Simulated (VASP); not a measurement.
# Ba2Sc (I4/mmm) in VASP: notebook

Runs on Ba2Sc. Level: PBE. Tasks: single point, relaxation of cell and atoms.

All numbers are computed with VASP 6.6.1; they aren't measurements. Logs are shortened: lines on timing, memory, paths and dates and some standing lists are left out, and cuts for length are marked.

### 1 The cell of the first run

It takes space group I4/mmm (No. 139, tetragonal). The conventional cell has a = 4.370 Å, b = 4.370 Å, c = 14.198 Å, α = 90.00°, β = 90.00°, γ = 90.00°. Ba (site symmetry 4mm) has 5 Sc at 3.73 to 5.02 Å and 9 Ba at 4.16 to 4.37 Å within 5.1 Å. Sc (site symmetry 4/mmm) has 10 Ba at 3.73 to 5.02 Å and 4 Sc at 4.37 Å within 5.1 Å.

### 2 Single point, PBE

Contents of INCAR:

```
SYSTEM = Ba2Sc
PREC = Accurate
ENCUT = 520
EDIFF = 1E-6
ISMEAR = 0
SIGMA = 0.1
LREAL = .FALSE.
LASPH = .TRUE.
NELM = 100
ALGO = Normal
ISIF = 2
LWAVE = .FALSE.
LCHARG = .FALSE.
GGA = PE
NBANDS = 22
```

Contents of KPOINTS:

```
regular mesh
0
G
  6 6 6
  0 0 0
```

Contents of POSCAR:

```
Ba2Sc
1.0
   -2.1848424938      2.1848424938      7.0992000952
    2.1848424938     -2.1848424938      7.0992000952
    2.1848424938      2.1848424938     -7.0992000952
Ba Sc
2 1
Direct
    0.6465910480      0.6465910480      0.0000000000
    0.3534089520      0.3534089520      0.0000000000
    0.0000000000      0.0000000000      0.0000000000
```

Potentials or basis: VASP PAW PBE potentials, release 64 (Ba_sv, Sc_sv).

Run with:

```
> cat potpaw_PBE.64/Ba_sv/POTCAR potpaw_PBE.64/Sc_sv/POTCAR > POTCAR
> mpirun -np 1 vasp_std > vasp.out
```

OUTCAR:

```text
SYSTEM = Ba2Sc
   PREC = Accurate
   ENCUT = 520
   EDIFF = 1E-6
   ISMEAR = 0
   LREAL = .FALSE.
   LASPH = .TRUE.
   NELM = 100
   ISIF = 2
   GGA = PE

 ion  position               nearest neighbor table
   1  0.647  0.647  0.000-   3 3.73   3 3.73   3 3.73   3 3.73   2 4.16   2 4.26   2 4.26   2 4.26
                             2 4.26
   2  0.353  0.353  0.000-   3 3.73   3 3.73   3 3.73   3 3.73   1 4.16   1 4.26   1 4.26   1 4.26
                             1 4.26
   3  0.000  0.000  0.000-   2 3.73   1 3.73   1 3.73   1 3.73   1 3.73   2 3.73   2 3.73   2 3.73

  LATTYP: Found a body centered tetragonal cell.
 ALAT       =     4.3696849876
 C/A-ratio  =     3.2492960547

  Lattice vectors:

 A1 = (  -2.1848424938,   2.1848424938,   7.0992000952)
 A2 = (   2.1848424938,  -2.1848424938,   7.0992000952)
 A3 = (   2.1848424938,   2.1848424938,  -7.0992000952)

Analysis of symmetry for initial positions (statically):
=====================================================================
 Subroutine PRICEL returns:
 Original cell was already a primitive cell.

 Routine SETGRP: Setting up the symmetry group for a
 body centered tetragonal supercell.

 Subroutine GETGRP returns: Found 16 space group operations
 (whereof 16 operations were pure point group operations)
 out of a pool of 16 trial point group operations.

The static configuration has the point symmetry D_4h.

Analysis of symmetry for dynamics (positions and initial velocities):
=====================================================================
 Subroutine PRICEL returns:
 Original cell was already a primitive cell.

 Routine SETGRP: Setting up the symmetry group for a
 body centered tetragonal supercell.

 Subroutine GETGRP returns: Found 16 space group operations
 (whereof 16 operations were pure point group operations)
 out of a pool of 16 trial point group operations.

The dynamic configuration has the point symmetry D_4h.

 Subroutine INISYM returns: Found 16 space group operations
 (whereof 16 operations are pure point group operations),
 and found     1 'primitive' translations

----------------------------------------------------------------------------------------

                                     Primitive cell

  volume of cell :     135.5532

  direct lattice vectors                    reciprocal lattice vectors
[... 80 lines left out ...]
   PREC   = accura    normal or accurate (medium, high low for compatibility)
   ISTART =      0    job   : 0-new  1-cont  2-samecut
   ICHARG =      2    charge: 1-file 2-atom 10-const
   ISPIN  =      1    spin polarized calculation?
   LNONCOLLINEAR =      F non collinear calculations
   LSORBIT =      F    spin-orbit coupling
   LASPH  =      T    aspherical Exc in radial PAW
   ENCUT  =  520.0 eV  38.22 Ry    6.18 a.u.  14.40 14.40 14.40*2*pi/ulx,y,z
   NELM   =    100;   NELMIN=  2; NELMDL= -5     # of ELM steps
   EDIFF  = 0.1E-05   stopping-criterion for ELM
   LREAL  =      F    real-space projection
   EDIFFG = 0.1E-04   stopping-criterion for IOM
   NSW    =      0    number of steps for IOM
   IBRION =     -1    ionic relax: 0-MD 1-quasi-New 2-CG
   NFREE  =      0    steps in history (QN), initial steepest desc. (CG)
   ISIF   =      2    stress and relaxation
   ISYM   =      2    0-nonsym 1-usesym 2-fastsym
   POTIM  = 0.5000    time-step for ionic-motion
   TEBEG  =    0.0;   TEEND  =   0.0 temperature during run
   PSTRESS=    0.0 pullay stress
   NELECT =      31.0000    total number of electrons
   NUPDOWN=      -1.0000    fix difference up-down
   EMIN   =  10.00;   EMAX   =-10.00  energy-range for DOS
   EFERMI =   0.00;   METHOD = LEGACY
   ISMEAR =     0;   SIGMA  =   0.10  broadening in eV -4-tet -1-fermi 0-gaus
   EFERMI_NEDOS =   21; number of points for ismear=-14 and -15
   IALGO  =     38    algorithm
   IMIX   =      4    mixing-type and parameters
     AMIX     =   0.40;   BMIX     =  1.00
     AMIX_MAG =   1.60;   BMIX_MAG =  1.00
  volume/ion in A,a.u.               =      45.18       304.92
  Fermi-wavevector in a.u.,A,eV,Ry     =   1.001134  1.891869 13.636699  1.002269
  Thomas-Fermi vector in A             =   2.133536
   LORBIT       =      0    0 simple, 1 ext, 2 COOP (PROOUT), +10 PAW based schemes
   GGA     = PE    functional components
   LHFCALC =     F    Hartree Fock is set to
   AEXX    =    0.0000 exact exchange contribution
   IVDW    =     0    specifies the selected vdW correction
   LEPSILON=     F    determine dielectric tensor
   LRPA    =     F    only Hartree local field effects (RPA)
 non-spin polarized calculation
 Gauss-broadening in eV      SIGMA  =   0.10
  energy-cutoff  :      520.00
  volume of cell :      135.55
 maximum number of plane-waves:      3687
 NGX is ok and might be reduce to    60
   NGX = 29   NGY = 29   NGZ = 29

 number of electron      31.0000002 magnetization

 Free energy of the ion-electron system (eV)
  ---------------------------------------------------
  ext. energy  EPLUGINS =         0.00000000
  ---------------------------------------------------
  free energy    TOTEN  =        -9.16437213 eV

  energy without entropy =       -9.14450481  energy(sigma->0) =       -9.15443847

 E-fermi :   2.2586     XC(G=0):  -8.2463

 val. band max:        2.2407787560   @ k =   0.1667   0.1667   0.1667
 cond. band min:       2.2843656081   @ k =   0.3333   0.3333   0.1667
 fundamental gap:      0.0435868520
 Fermi energy:         2.2586449121

 k-point     1 :       0.0000    0.0000    0.0000
  band No.  band energies     occupation
      1     -48.1899      2.00000
      2     -26.8157      2.00000
      3     -26.7857      2.00000
      4     -26.7857      2.00000
      5     -25.9798      2.00000
      6     -25.9086      2.00000
[... 589 lines left out ...]
     21       4.1015      0.00000
     22       4.6398      0.00000

 [... further k-points ...]
[... 5 lines left out ...]
  --------------------------------------------------------------------------------------
  -------------------------------------------------------------------------------------
  Total        0.1329879      0.1329879      0.4541264      0.0000000     -0.0000000      0.0000000
  in kB        1.5718564      1.5718564      5.3675698      0.0000000     -0.0000000      0.0000000
  external PRESSURE =       2.8370942 kB  Pullay stress =       0.0000000 kB

 VOLUME and BASIS-vectors are now :
 -----------------------------------------------------------------------------
  energy-cutoff  :      520.00
  volume of cell :      135.55
      direct lattice vectors                 reciprocal lattice vectors
    -2.184842494  2.184842494  7.099200095     0.000000000  0.228849449  0.070430470
     2.184842494 -2.184842494  7.099200095     0.228849449  0.000000000  0.070430470
     2.184842494  2.184842494 -7.099200095     0.228849449  0.228849449  0.000000000

 POSITION                                       TOTAL-FORCE (eV/Angst)
 -----------------------------------------------------------------------------------
      0.00000      0.00000      9.18056         0.000000      0.000000     -0.012052
      0.00000      0.00000      5.01784        -0.000000     -0.000000      0.012052
      0.00000      0.00000      0.00000         0.000000      0.000000      0.000000
 -----------------------------------------------------------------------------------
    total drift:                               -0.000000     -0.000000      0.000000

  FREE ENERGIE OF THE ION-ELECTRON SYSTEM (eV)
  ---------------------------------------------------
  free  energy   TOTEN  =        -9.1643721257 eV

  energy  without entropy=       -9.1445048113  energy(sigma->0) =       -9.15443847
```

OSZICAR:

```text
N       E                     dE             d eps       ncg     rms          rms(c)
DAV:   1     0.317446254984E+03    0.31745E+03   -0.12384E+04  1320   0.121E+03
DAV:   2     0.150097716829E+02   -0.30244E+03   -0.29495E+03  1672   0.358E+02
DAV:   3    -0.940433695133E+01   -0.24414E+02   -0.23584E+02  2168   0.103E+02
DAV:   4    -0.109966585321E+02   -0.15923E+01   -0.15471E+01  1994   0.203E+01
DAV:   5    -0.110573711241E+02   -0.60713E-01   -0.60492E-01  1902   0.388E+00    0.689E+00
DAV:   6    -0.936077891456E+01    0.16966E+01   -0.97381E+00  2160   0.157E+01    0.326E+00
DAV:   7    -0.925537643012E+01    0.10540E+00   -0.24708E+00  2122   0.812E+00    0.232E+00
DAV:   8    -0.927247014605E+01   -0.17094E-01   -0.14196E+00  2160   0.706E+00    0.241E+00
DAV:   9    -0.921895018072E+01    0.53520E-01   -0.14649E+00  2140   0.744E+00    0.137E+00
DAV:  10    -0.916939147215E+01    0.49559E-01   -0.98082E-02  2096   0.192E+00    0.445E-01
DAV:  11    -0.916770328206E+01    0.16882E-02   -0.34674E-03  2160   0.305E-01    0.356E-01
DAV:  12    -0.916591079723E+01    0.17925E-02   -0.18593E-03  2146   0.292E-01    0.236E-01
DAV:  13    -0.916437812019E+01    0.15327E-02   -0.68789E-03  2148   0.519E-01    0.292E-02
DAV:  14    -0.916437513764E+01    0.29826E-05   -0.15181E-04  1874   0.693E-02    0.118E-02
DAV:  15    -0.916437365481E+01    0.14828E-05   -0.78051E-06  1740   0.183E-02    0.582E-03
DAV:  16    -0.916437223810E+01    0.14167E-05   -0.36104E-06  1774   0.142E-02    0.189E-03
DAV:  17    -0.916437212572E+01    0.11238E-06   -0.34635E-07  1182   0.495E-03
   1 F= -.91643721E+01 E0= -.91544385E+01  d E =-.198673E-01
```

stdout:

```text
POSCAR found type information on POSCAR BaSc
 POSCAR found :  2 types and       3 ions
 scaLAPACK will be used
 LDA part: xc-table for (Slater+PW92), standard interpolation
 POSCAR, INCAR and KPOINTS ok, starting setup
 FFT: planning ... GRIDC
 FFT: planning ... GRID_SOFT
 FFT: planning ... GRID
 WAVECAR not read
 entering main loop
```

It took 4.6 min on 1 thread of Intel Xeon Platinum 8259CL at 2.50GHz (Skylake/Cascade Lake), shared host; peak memory 0.5 GiB.

What came out:

```yaml
Free_energy: -9.1644 eV
Pressure: 0.3 GPa
Largest_force: 0.012 eV/Å
Band_gap_on_the_k_mesh: zero (an odd number of electrons rules out a gap without spin polarisation)
```

Forces on the atoms (eV/Å):
```
Ba   0.000  0.000 -0.012
Ba   0.000  0.000  0.012
Sc   0.000  0.000  0.000
```

Caveat: spin-orbit coupling is left out, which moves the levels of the heavy elements.

### 3 Relaxation of cell and atoms, PBE

This run uses another cell than the first one, of 33.22 Å³/atom.

Contents of INCAR:

```
  ALGO = Normal
  EDIFF = 1E-6
  EDIFFG = -0.04
  ENCUT = 600
  GGA = PE
  IBRION = 2
  ISIF = 3
  ISMEAR = 0
  LASPH = True
  LCHARG = False
  LREAL = False
  LWAVE = False
  NELM = 100
  NSW = 90
  PREC = Accurate
  SIGMA = 0.1
```

Contents of KPOINTS:

```
k-points
0
Gamma
  6 6 6
```

Contents of POSCAR:

```
Ba2Sc
1.0
   -2.4766483272      2.4766483272      4.0619579247
    2.4766483272     -2.4766483272      4.0619579247
    2.4766483272      2.4766483272     -4.0619579247
Ba Sc
2 1
Direct
    0.5930000000      0.5930000000      0.0000000000
    0.4070000000      0.4070000000      0.0000000000
    0.0000000000      0.0000000000      0.0000000000
```

Potentials or basis: VASP PAW PBE potentials, release 64 (Ba_sv, Sc_sv).

Run with:

```
> cat potpaw_PBE.64/Ba_sv/POTCAR potpaw_PBE.64/Sc_sv/POTCAR > POTCAR
> mpirun -np 1 vasp_std > vasp.out
```

OUTCAR:

```text
EDIFF = 1E-6
   EDIFFG = -0.04
   ENCUT = 600
   GGA = PE
   IBRION = 2
   ISIF = 3
   ISMEAR = 0
   LASPH = True
   LREAL = False
   NELM = 100
   NSW = 90
   PREC = Accurate

 ion  position               nearest neighbor table
   1  0.593  0.593  0.000-   2 1.51   3 3.31   3 3.58   3 3.58   3 3.58   3 3.58   2 4.33   2 4.33
                             2 4.33   2 4.33
   2  0.407  0.407  0.000-   1 1.51   3 3.31   3 3.58   3 3.58   3 3.58   3 3.58   1 4.33   1 4.33
                             1 4.33   1 4.33
   3  0.000  0.000  0.000-   1 3.31   2 3.31   1 3.58   2 3.58   1 3.58   1 3.58   1 3.58   2 3.58
                             2 3.58   2 3.58

 -----------------------------------------------------------------------------
|                                                                             |
|           W    W    AA    RRRRR   N    N  II  N    N   GGGG   !!!           |
|           W    W   A  A   R    R  NN   N  II  NN   N  G    G  !!!           |
|           W    W  A    A  R    R  N N  N  II  N N  N  G       !!!           |
|           W WW W  AAAAAA  RRRRR   N  N N  II  N  N N  G  GGG   !            |
|           WW  WW  A    A  R   R   N   NN  II  N   NN  G    G                |
|           W    W  A    A  R    R  N    N  II  N    N   GGGG   !!!           |
|                                                                             |
|     The distance between some ions is very small. Please check the          |
|     nearest-neighbor list in the OUTCAR file.                               |
|     I HOPE YOU KNOW WHAT YOU ARE DOING!                                     |
|                                                                             |
 -----------------------------------------------------------------------------

  LATTYP: Found a body centered tetragonal cell.
 ALAT       =     4.9532966544
 C/A-ratio  =     1.6401028277

  Lattice vectors:

 A1 = (  -2.4766483272,   2.4766483272,   4.0619579247)
 A2 = (   2.4766483272,  -2.4766483272,   4.0619579247)
 A3 = (   2.4766483272,   2.4766483272,  -4.0619579247)

Analysis of symmetry for initial positions (statically):
[... 763 lines left out ...]
 VOLUME and BASIS-vectors are now :
 -----------------------------------------------------------------------------
  energy-cutoff  :      600.00
  volume of cell :      557.95
      direct lattice vectors                 reciprocal lattice vectors
    -2.330527330  2.330527330 25.682069757     0.000000000  0.214543719  0.019468836
     2.330527330 -2.330527330 25.682069757     0.214543719  0.000000000  0.019468836
     2.330527330  2.330527330-25.682069757     0.214543719  0.214543719  0.000000000

 POSITION                                       TOTAL-FORCE (eV/Angst)
 -----------------------------------------------------------------------------------
      0.00000      0.00000     46.42839         0.000000      0.000000      1.106508
      0.00000      0.00000      4.93575        -0.000000     -0.000000     -1.106508
      2.33053      2.33053     25.68207        -0.000000     -0.000000      0.000000
 -----------------------------------------------------------------------------------
    total drift:                               -0.000000     -0.000000      0.000000
[... 21 lines left out ...]
 VOLUME and BASIS-vectors are now :
 -----------------------------------------------------------------------------
  energy-cutoff  :      600.00
  volume of cell :      286.20
      direct lattice vectors                 reciprocal lattice vectors
    -2.421642420  2.421642420 12.200650472     0.000000000  0.206471441  0.040981422
     2.421642420 -2.421642420 12.200650472     0.206471441  0.000000000  0.040981422
     2.421642420  2.421642420-12.200650472     0.206471441  0.206471441  0.000000000

 POSITION                                       TOTAL-FORCE (eV/Angst)
 -----------------------------------------------------------------------------------
      0.00000      0.00000     18.90173        -0.000000     -0.000000      1.325473
      0.00000      0.00000      5.49957         0.000000      0.000000     -1.325473
      0.00000      0.00000     24.40130        -0.000000     -0.000000      0.000000
 -----------------------------------------------------------------------------------
    total drift:                               -0.000000     -0.000000     -0.000000
[... 539 lines left out ...]
     18       0.0243      0.17068
     19       0.3210      0.00000

 [... further k-points ...]

[... ionic steps 4 to 12 ...]

--------------------------------------- Ionic step       13  -------------------------------------------

 number of electron      30.9999994 magnetization

------------------------ aborting loop because EDIFF is reached ----------------------------------------
[... 69 lines left out ...]
--------------------------------------- Ionic step       15  -------------------------------------------

 number of electron      30.9999995 magnetization

 Free energy of the ion-electron system (eV)
  ---------------------------------------------------
  ext. energy  EPLUGINS =         0.00000000
  ---------------------------------------------------
  free energy    TOTEN  =        -9.13428379 eV

  energy without entropy =       -9.11425598  energy(sigma->0) =       -9.12426988

 E-fermi :   2.1989     XC(G=0):  -8.1951

 val. band max:        2.1790693337   @ k =   0.1667   0.1667   0.1667
 cond. band min:       2.2255109252   @ k =   0.5000   0.5000   0.0000
 fundamental gap:      0.0464415916
 Fermi energy:         2.1988724604
[... 558 lines left out ...]
  FREE ENERGIE OF THE ION-ELECTRON SYSTEM (eV)
  ---------------------------------------------------
  free  energy   TOTEN  =        -9.1342837872 eV

  energy  without entropy=       -9.1142559800  energy(sigma->0) =       -9.12426988

 reached required accuracy - stopping structural energy minimisation
```

OSZICAR:

```text
N       E                     dE             d eps       ncg     rms          rms(c)
DAV:   1     0.495471453017E+03    0.49547E+03   -0.14456E+04  1140   0.165E+03
[... 323 lines left out ...]
DAV:   2    -0.914161866743E+01    0.21212E-01   -0.16581E-01  1966   0.488E+00    0.454E-01
DAV:   3    -0.913667118560E+01    0.49475E-02   -0.29884E-02  1892   0.102E+00    0.304E-01
DAV:   4    -0.913463004013E+01    0.20411E-02   -0.21641E-02  2031   0.102E+00    0.138E-01
DAV:   5    -0.913426059365E+01    0.36945E-03   -0.26834E-03  1822   0.276E-01    0.440E-02
DAV:   6    -0.913428650841E+01   -0.25915E-04   -0.19750E-04  2088   0.802E-02    0.167E-02
DAV:   7    -0.913428299705E+01    0.35114E-05   -0.22539E-05  1788   0.263E-02    0.394E-03
DAV:   8    -0.913428378719E+01   -0.79014E-06   -0.11530E-06   845   0.101E-02
  15 F= -.91342838E+01 E0= -.91242699E+01  d E =-.329025E-02
```

CONTCAR:

```text
Ba2Sc
   1.00000000000000
    -2.2005736127005999    2.2005736127005999    7.1013240663158417
     2.2005736127005999   -2.2005736127005999    7.1013240663158417
     2.2005736127005999    2.2005736127005999   -7.1013240663158417
  Ba              Sc
     2     1
Direct
     0.6466489998055772    0.6466489998055772    0.0000000000000000
     0.3533510001944227    0.3533510001944227    0.0000000000000000
     0.9999999999999999    0.9999999999999999    0.0000000000000000

  0.00000000E+00  0.00000000E+00  0.00000000E+00
  0.00000000E+00  0.00000000E+00  0.00000000E+00
  0.00000000E+00  0.00000000E+00  0.00000000E+00
```

Wall time 37 min (1 thread of Intel Xeon Platinum 8259CL at 2.50GHz (Skylake/Cascade Lake), shared host); peak memory 0.41 GiB.

Results:

```
Free energy                           : -9.1343 eV
Relaxed volume                        : 45.85 Å³/atom
Relaxed cell                          : a = 7.753 Å, b = 7.753 Å, c = 7.753 Å, α = 147.02°, β = 147.02°, γ = 47.33°
Space group after relaxing (to 0.1 Å) : I4/mmm (No. 139)
Pressure after relaxing               : -0.1 GPa
Largest force after relaxing          : 0.025 eV/Å
Band gap on the k mesh                : zero (an odd number of electrons rules out a gap without spin polarisation)
```

Forces on the atoms (eV/Å):
```
Ba   0.000  0.000 -0.025
Ba   0.000  0.000  0.025
Sc   0.000  0.000  0.000
```

Final structure:
```
CELL_PARAMETERS angstrom
-2.20057 2.20057 7.10132
2.20057 -2.20057 7.10132
2.20057 2.20057 -7.10132
ATOMIC_POSITIONS crystal
Ba 0.64665 0.64665 0.00000
Ba 0.35335 0.35335 0.00000
Sc 0.00000 0.00000 0.00000
```

Caveat: the volume moved by over 15 % at a fixed basis, so the end points are rough; spin-orbit coupling is left out, which moves the levels of the heavy elements.
